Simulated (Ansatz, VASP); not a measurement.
Two plane-wave programs on TaNbO

```
Ta Nb O
1.0
    -2.37324    2.37324    2.05043
     2.37324   -2.37324    2.05043
     2.37324    2.37324   -2.05043
Ta Nb O
1 1 1
Direct
  0.75000 0.25000 0.50000
  0.50000 0.50000 0.00000
  0.25000 0.75000 0.50000
```

Alike in both runs: task single point; functional PBE; k mesh 6 × 6 × 6; occupations gaussian, width 0.1 eV; no spin polarisation.

|  | VASP | Ansatz |
| --- | --- | --- |
| version | VASP 6.6.1 | Ansatz 0.2.0 |
| potentials or method | VASP PAW PBE potentials, release 64 (Ta_pv, Nb_sv, O), cutoff 520 eV | scalar-relativistic, plane waves, PAW |
| valence electrons in the cell | 30 | 32 |

|  | VASP | Ansatz | Ansatz less VASP |
| --- | --- | --- | --- |
| gap on the k mesh at the Fermi level (eV) | none | none | - |
| pressure (GPa) | 12.9 | 12.7 | -0.20 |
| traceless stress, the component that is largest in VASP (GPa) | -21.55 | -21.95 | -0.398 |

A gap of «none» marks a metal or a gap that the smearing closes. VASP's potentials hold 30 valence electrons a cell and Ansatz's 32, so a difference there can come from the potentials and not from the codes.

Neither program's run includes spin-orbit coupling.
